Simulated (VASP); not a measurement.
InSb: single point with PBEsol

Crystal: InSb.

```
CELL_PARAMETERS angstrom
0.00000 3.07351 3.07351
3.07351 0.00000 3.07351
3.07351 3.07351 0.00000
ATOMIC_POSITIONS crystal
In 0.00000 0.00000 0.00000
Sb 0.50000 0.50000 0.50000
```

```yaml
Program: VASP 6.6.1
Task: single point
Functional: PBEsol
Potentials_or_basis: VASP PAW PBE potentials, release 64 (In_d, Sb)
Cutoff: 520 eV
k_mesh: 4 × 4 × 4
Occupations: gaussian, width 0.1 eV
Spin: no spin polarisation
Dipole_correction: no
Further_INCAR_settings: ALGO = Normal; EDIFF = 1e-06; NBANDS = 16
```

| Item | Value |
| --- | --- |
| Pressure | -0.9 GPa |
| Band gap on the k mesh | zero (band 9 reaches 6.71 eV, above the bottom of band 10 at 4.31 eV) |

Levels at points of the mesh, in eV from the Fermi level:
| k point | band 6 | band 7 | band 8 | band 9 | band 10 | band 11 | band 12 | band 13 |
| --- | --- | --- | --- | --- | --- | --- | --- | --- |
| (0.00, 0.00, 0.00) | -10.93 | -0.53 | -0.06 | -0.06 | -0.06 | 6.04 | 6.04 | 6.04 |
| (0.50, 0.00, 0.00) | -9.19 | -6.33 | 0.31 | 0.31 | 2.14 | 2.51 | 2.51 | 3.21 |
| (0.50, 0.50, 0.00) | -8.50 | -4.38 | -3.29 | -2.09 | -2.09 | 3.22 | 8.19 | 8.19 |

It took 13 s on 1 thread of Intel Xeon 8259CL (shared host), peak memory 0.18 GiB.

Caveat: the k points lie up to 0.44 Å⁻¹ apart; the PAW data sets were made with another functional, which shifts forces and pressure a little; spin-orbit coupling is left out, which moves the levels of the heavy elements.
